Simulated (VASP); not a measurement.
# Zr2S3 (P4/mmm) in VASP: density of states with PBE

Aim: the density of states of Zr2S3 with PBE.

All numbers are computed with VASP 6.6.1; they aren't measurements. Logs are shortened: lines on timing, memory, paths and dates and some standing lists are left out, and cuts for length are marked.

## Step 1: The cell of the first run

Symmetry: P4/mmm, No. 123, tetragonal system. The conventional cell has a = 4.115 Å, b = 4.115 Å, c = 6.158 Å, α = 90.00°, β = 90.00°, γ = 90.00°. Within 3.3 Å of Zr (site symmetry 4mm) lie 4 S at 2.53 Å and 2 Zr at 2.94 to 3.22 Å. Within 3.3 Å of S (site symmetry mmm) lie 4 Zr at 2.53 Å and 4 S at 2.91 Å. Within 4.4 Å of S (site symmetry 4/mmm) lie 8 Zr at 3.32 Å and 12 S at 3.70 to 4.11 Å.

## Step 2: Density of states, PBE

The input, POSCAR:

```
Zr2S3
1.0
    4.1146187256      0.0000000000      0.0000000000
    0.0000000000      4.1146187256      0.0000000000
    0.0000000000      0.0000000000      6.1576043254
Zr S
2 3
Direct
    0.5000000000      0.5000000000      0.7388693750
    0.5000000000      0.5000000000      0.2611306250
    0.0000000000      0.5000000000      0.5000000000
    0.5000000000      0.0000000000      0.5000000000
    0.0000000000      0.0000000000      0.0000000000
```

The input, INCAR.step1:

```
  PREC = Accurate
  ENCUT = 520
  EDIFF = 1E-7
  ISMEAR = 0
  SIGMA = 0.1
  LREAL = False
  LASPH = True
  NELM = 100
  ALGO = Normal
  ISIF = 2
  LWAVE = False
  LCHARG = True
  LMAXMIX = 4
  GGA = PE
  NBANDS = 29
```

The input, KPOINTS.step1:

```
regular mesh
0
Gamma
  10 10 6
```

The input, INCAR.step2:

```
  PREC = Accurate
  ENCUT = 520
  EDIFF = 1E-7
  ISMEAR = -5
  SIGMA = 0.1
  LREAL = False
  LASPH = True
  NELM = 100
  ALGO = Normal
  ISIF = 2
  LWAVE = False
  LCHARG = False
  LMAXMIX = 4
  GGA = PE
  LORBIT = 10
  NEDOS = 1001
  ICHARG = 11
```

The input, KPOINTS.step2:

```
regular mesh
0
Gamma
  15 15 9
```

Potentials or basis: VASP PAW PBE potentials, release 64 (Zr_sv, S).

Started as:

```bash
cat potpaw_PBE.64/Zr_sv/POTCAR potpaw_PBE.64/S/POTCAR > POTCAR
cp INCAR.step1 INCAR
cp KPOINTS.step1 KPOINTS
mpirun -np 1 vasp_std > vasp.out
cp INCAR.step2 INCAR
cp KPOINTS.step2 KPOINTS
mpirun -np 1 vasp_std > vasp.out
```

OUTCAR:

```text
PREC = Accurate
   ENCUT = 520
   EDIFF = 1E-7
   ISMEAR = -5
   LREAL = False
   LASPH = True
   NELM = 100
   ISIF = 2
   GGA = PE
   LORBIT = 10
   ICHARG = 11

 ion  position               nearest neighbor table
   1  0.500  0.500  0.739-   3 2.53   4 2.53   4 2.53   3 2.53   2 2.94   2 3.22   5 3.32   5 3.32
                             5 3.32   5 3.32
   2  0.500  0.500  0.261-   3 2.53   4 2.53   4 2.53   3 2.53   1 2.94   1 3.22   5 3.32   5 3.32
                             5 3.32   5 3.32
   3  0.000  0.500  0.500-   1 2.53   2 2.53   1 2.53   2 2.53
   4  0.500  0.000  0.500-   1 2.53   2 2.53   1 2.53   2 2.53
   5  0.000  0.000  0.000-   1 3.32   2 3.32   1 3.32   2 3.32   1 3.32   2 3.32   1 3.32   2 3.32

  LATTYP: Found a simple tetragonal cell.
 ALAT       =     4.1146187256
 C/A-ratio  =     1.4965188116

  Lattice vectors:

 A1 = (   4.1146187256,   0.0000000000,   0.0000000000)
 A2 = (   0.0000000000,   4.1146187256,   0.0000000000)
 A3 = (   0.0000000000,   0.0000000000,   6.1576043254)

Analysis of symmetry for initial positions (statically):
=====================================================================
 Subroutine PRICEL returns:
 Original cell was already a primitive cell.

 Routine SETGRP: Setting up the symmetry group for a
 simple tetragonal supercell.

 Subroutine GETGRP returns: Found 16 space group operations
 (whereof 16 operations were pure point group operations)
 out of a pool of 16 trial point group operations.

The static configuration has the point symmetry D_4h.

Analysis of symmetry for dynamics (positions and initial velocities):
=====================================================================
 Subroutine PRICEL returns:
 Original cell was already a primitive cell.

 Routine SETGRP: Setting up the symmetry group for a
 simple tetragonal supercell.

 Subroutine GETGRP returns: Found 16 space group operations
 (whereof 16 operations were pure point group operations)
 out of a pool of 16 trial point group operations.

The dynamic configuration has the point symmetry D_4h.

 Subroutine INISYM returns: Found 16 space group operations
 (whereof 16 operations are pure point group operations),
 and found     1 'primitive' translations

----------------------------------------------------------------------------------------

                                     Primitive cell

  volume of cell :     104.2488

  direct lattice vectors                    reciprocal lattice vectors
     4.114618726  0.000000000  0.000000000     0.243035884  0.000000000  0.000000000
     0.000000000  4.114618726  0.000000000     0.000000000  0.243035884  0.000000000
     0.000000000  0.000000000  6.157604325     0.000000000  0.000000000  0.162400821

  length of vectors
     4.114618726  4.114618726  6.157604325     0.243035884  0.243035884  0.162400821

  position of ions in fractional coordinates (direct lattice)
     0.500000000  0.500000000  0.738869375
     0.500000000  0.500000000  0.261130625
     0.000000000  0.500000000  0.500000000
     0.500000000  0.000000000  0.500000000
     0.000000000  0.000000000  0.000000000

  ion indices of the primitive-cell ions
   primitive index   ion index
                 1           1
                 2           2
                 3           3
                 4           4
                 5           5

----------------------------------------------------------------------------------------

 KPOINTS: regular mesh

Automatic generation of k-mesh.
 Grid dimensions read from file:
 generate k-points for:   15   15    9

 Generating k-lattice:

  Cartesian coordinates                     Fractional coordinates (reciprocal lattice)
     0.016202392  0.000000000  0.000000000     0.066666667  0.000000000  0.000000000
     0.000000000  0.016202392  0.000000000     0.000000000  0.066666667  0.000000000
     0.000000000  0.000000000  0.018044536     0.000000000  0.000000000  0.111111111

  Length of vectors
     0.016202392  0.016202392  0.018044536

  Shift w.r.t. Gamma in fractional coordinates (k-lattice)
     0.000000000  0.000000000  0.000000000

 TETIRR: Found   3013 inequivalent tetrahedra from    12150

 Subroutine IBZKPT returns following result:
 ===========================================

 Found    180 irreducible k-points:

 Following reciprocal coordinates:
            Coordinates               Weight
  0.000000  0.000000  0.000000      1.000000
  0.066667  0.000000  0.000000      4.000000
  0.133333  0.000000  0.000000      4.000000
  0.200000  0.000000  0.000000      4.000000
  0.266667  0.000000  0.000000      4.000000
  0.333333  0.000000  0.000000      4.000000
[... 16 lines left out ...]
  0.266667  0.200000  0.000000      8.000000
  0.333333  0.200000  0.000000      8.000000
 [... further k-points ...]
   k-points           NKPTS =    180   k-points in BZ     NKDIM =    180   number of bands    NBANDS=     25
   number of dos      NEDOS =   1001   number of ions     NIONS =      5
   total plane-waves  NPLWV =  49152
   dimension x,y,z NGX =    32 NGY =   32 NGZ =   48
   dimension x,y,z NGXF=    64 NGYF=   64 NGZF=   96
   ions per type =               2   3
   NGX,Y,Z   is equivalent  to a cutoff of  12.93, 12.93, 12.96 a.u.
   NGXF,Y,Z  is equivalent  to a cutoff of  25.86, 25.86, 25.92 a.u.
 SYSTEM =  unknown system
   PREC   = accura    normal or accurate (medium, high low for compatibility)
   ISTART =      0    job   : 0-new  1-cont  2-samecut
   ICHARG =     11    charge: 1-file 2-atom 10-const
   ISPIN  =      1    spin polarized calculation?
   LNONCOLLINEAR =      F non collinear calculations
   LSORBIT =      F    spin-orbit coupling
   LASPH  =      T    aspherical Exc in radial PAW
   ENCUT  =  520.0 eV  38.22 Ry    6.18 a.u.   7.65  7.65 11.45*2*pi/ulx,y,z
   NELM   =    100;   NELMIN=  2; NELMDL=  0     # of ELM steps
   EDIFF  = 0.1E-06   stopping-criterion for ELM
   LREAL  =      F    real-space projection
   EDIFFG = 0.1E-05   stopping-criterion for IOM
   NSW    =      0    number of steps for IOM
   IBRION =     -1    ionic relax: 0-MD 1-quasi-New 2-CG
   NFREE  =      0    steps in history (QN), initial steepest desc. (CG)
   ISIF   =      2    stress and relaxation
   ISYM   =      2    0-nonsym 1-usesym 2-fastsym
   POTIM  = 0.5000    time-step for ionic-motion
   TEBEG  =    0.0;   TEEND  =   0.0 temperature during run
   PSTRESS=    0.0 pullay stress
   NELECT =      42.0000    total number of electrons
   NUPDOWN=      -1.0000    fix difference up-down
   EMIN   =  10.00;   EMAX   =-10.00  energy-range for DOS
   EFERMI =   0.00;   METHOD = LEGACY
   ISMEAR =    -5;   SIGMA  =   0.10  broadening in eV -4-tet -1-fermi 0-gaus
   EFERMI_NEDOS =   21; number of points for ismear=-14 and -15
   IALGO  =     38    algorithm
   IMIX   =      4    mixing-type and parameters
     AMIX     =   0.40;   BMIX     =  1.00
     AMIX_MAG =   1.60;   BMIX_MAG =  1.00
  volume/ion in A,a.u.               =      20.85       140.70
  Fermi-wavevector in a.u.,A,eV,Ry     =   1.209115  2.284896 19.891160  1.461959
  Thomas-Fermi vector in A             =   2.344702
   LORBIT       =     10    0 simple, 1 ext, 2 COOP (PROOUT), +10 PAW based schemes
   GGA     = PE    functional components
   LHFCALC =     F    Hartree Fock is set to
   AEXX    =    0.0000 exact exchange contribution
   IVDW    =     0    specifies the selected vdW correction
   LEPSILON=     F    determine dielectric tensor
   LRPA    =     F    only Hartree local field effects (RPA)
 non-spin polarized calculation
 Fermi weights with tetrahedron method with Bloechl corrections
  energy-cutoff  :      520.00
  volume of cell :      104.25
 maximum number of plane-waves:      2828
 NGX is ok and might be reduce to    32

 number of electron      41.9999992 magnetization

 Free energy of the ion-electron system (eV)
  ---------------------------------------------------
  ext. energy  EPLUGINS =         0.00000000
  ---------------------------------------------------
  free energy    TOTEN  =       -33.23060851 eV

  energy without entropy =      -33.23060851  energy(sigma->0) =      -33.23060851

 E-fermi :   7.7554     XC(G=0): -10.3083

 val. band max:        7.7707620922   @ k =   0.3333   0.3333   0.0000
 cond. band min:       7.6695808666   @ k =   0.0000   0.0000   0.2222
 fundamental gap:     -0.1011812256
 Fermi energy:         7.7553721393

 k-point     1 :       0.0000    0.0000    0.0000
  band No.  band energies     occupation
      1     -42.5135      2.00000
      2     -42.4273      2.00000
      3     -20.8169      2.00000
      4     -20.6509      2.00000
      5     -20.6509      2.00000
      6     -20.5367      2.00000
[... 17 lines left out ...]
     24       8.2929      0.00000
     25       8.8833      0.00000

 k-point     2 :       0.0667    0.0000    0.0000
  band No.  band energies     occupation
      1     -42.5134      2.00000
      2     -42.4272      2.00000
      3     -20.8162      2.00000
      4     -20.6542      2.00000
      5     -20.6507      2.00000
      6     -20.5389      2.00000
[... 17 lines left out ...]
     24       8.4092      0.00000
     25       8.8203      0.00000

 k-point     3 :       0.1333    0.0000    0.0000
  band No.  band energies     occupation
      1     -42.5131      2.00000
      2     -42.4270      2.00000
      3     -20.8141      2.00000
      4     -20.6637      2.00000
      5     -20.6502      2.00000
      6     -20.5450      2.00000
[... 17 lines left out ...]
     24       8.6374      0.00000
     25       8.6718      0.00000

 k-point     4 :       0.2000    0.0000    0.0000
  band No.  band energies     occupation
      1     -42.5127      2.00000
      2     -42.4267      2.00000
      3     -20.8110      2.00000
      4     -20.6778      2.00000
      5     -20.6493      2.00000
      6     -20.5539      2.00000
[... 17 lines left out ...]
     24       8.6998      0.00000
     25       8.7760      0.00000

 k-point     5 :       0.2667    0.0000    0.0000
  band No.  band energies     occupation
      1     -42.5122      2.00000
      2     -42.4263      2.00000
      3     -20.8072      2.00000
      4     -20.6941      2.00000
      5     -20.6484      2.00000
      6     -20.5642      2.00000
[... 17 lines left out ...]
     24       9.0396      0.00000
     25       9.1152      0.00000

 k-point     6 :       0.3333    0.0000    0.0000
  band No.  band energies     occupation
      1     -42.5117      2.00000
      2     -42.4259      2.00000
      3     -20.8031      2.00000
      4     -20.7100      2.00000
      5     -20.6476      2.00000
      6     -20.5740      2.00000
[... 17 lines left out ...]
     24       8.9544      0.00000
     25       9.4032      0.00000
[... 393 lines left out ...]
 k-point    21 :       0.4667    0.1333    0.0000
  band No.  band energies     occupation
      1     -42.5108      2.00000
      2     -42.4252      2.00000
      3     -20.7946      2.00000
      4     -20.7290      2.00000
      5     -20.6590      2.00000
      6     -20.5852      2.00000
[... 17 lines left out ...]
     24       8.8480      0.00000
     25       9.1799      0.00000

 k-point    22 :       0.2000    0.2000    0.0000
  band No.  band energies     occupation
      1     -42.5119      2.00000
      2     -42.4260      2.00000
      3     -20.8053      2.00000
      4     -20.6765      2.00000
      5     -20.6755      2.00000
      6     -20.5530      2.00000
[... 17 lines left out ...]
     24       8.8644      0.00000
     25       9.1451      0.00000

 k-point    23 :       0.2667    0.2000    0.0000
  band No.  band energies     occupation
      1     -42.5114      2.00000
      2     -42.4257      2.00000
      3     -20.8015      2.00000
      4     -20.6921      2.00000
      5     -20.6749      2.00000
      6     -20.5630      2.00000
[... 17 lines left out ...]
     24       8.9977      0.00000
     25       9.0814      0.00000

 k-point    24 :       0.3333    0.2000    0.0000
  band No.  band energies     occupation
      1     -42.5109      2.00000
      2     -42.4253      2.00000
      3     -20.7976      2.00000
      4     -20.7079      2.00000
      5     -20.6738      2.00000
      6     -20.5728      2.00000
[... 17 lines left out ...]
     24       8.7685      0.00000
     25       9.2661      0.00000

 [... further k-points ...]
[... 5 lines left out ...]
  --------------------------------------------------------------------------------------
  -------------------------------------------------------------------------------------
  Total       -0.1130853     -0.1130853     -0.2676615      0.0000000     -0.0000000      0.0000000
  in kB       -1.7379834     -1.7379834     -4.1136327      0.0000000     -0.0000000      0.0000000
  external PRESSURE =      -2.5298665 kB  Pullay stress =       0.0000000 kB

 VOLUME and BASIS-vectors are now :
 -----------------------------------------------------------------------------
  energy-cutoff  :      520.00
  volume of cell :      104.25
      direct lattice vectors                 reciprocal lattice vectors
     4.114618726  0.000000000  0.000000000     0.243035884  0.000000000  0.000000000
     0.000000000  4.114618726  0.000000000     0.000000000  0.243035884  0.000000000
     0.000000000  0.000000000  6.157604325     0.000000000  0.000000000  0.162400821

 POSITION                                       TOTAL-FORCE (eV/Angst)
 -----------------------------------------------------------------------------------
      2.05731      2.05731      4.54967         0.000000      0.000000      0.055138
      2.05731      2.05731      1.60794         0.000000     -0.000000     -0.055138
      0.00000      2.05731      3.07880         0.000000      0.000000      0.000000
      2.05731      0.00000      3.07880         0.000000      0.000000      0.000000
      0.00000      0.00000      0.00000         0.000000      0.000000      0.000000
 -----------------------------------------------------------------------------------
    total drift:                                0.000000     -0.000000     -0.000000

  FREE ENERGIE OF THE ION-ELECTRON SYSTEM (eV)
  ---------------------------------------------------
  free  energy   TOTEN  =       -33.2306085137 eV

  energy  without entropy=      -33.2306085137  energy(sigma->0) =      -33.23060851

 total charge

# of ion       s       p       d       tot
------------------------------------------
    1        2.144   5.964   1.648   9.756
    2        2.144   5.964   1.648   9.756
    3        1.336   2.457   0.000   3.793
    4        1.336   2.457   0.000   3.793
    5        1.347   2.268   0.000   3.615
--------------------------------------------------
tot          8.306  19.111   3.296  30.713
```

Wall time 10 min (1 thread of Intel Xeon 8259CL, shared host); peak memory 0.49 GiB.

Results:

```
Valence electrons inside the program's atomic spheres : Zr 9.76; S 3.79, 3.62
```

Caveat: tetrahedron occupations give inexact forces and stress in metals.
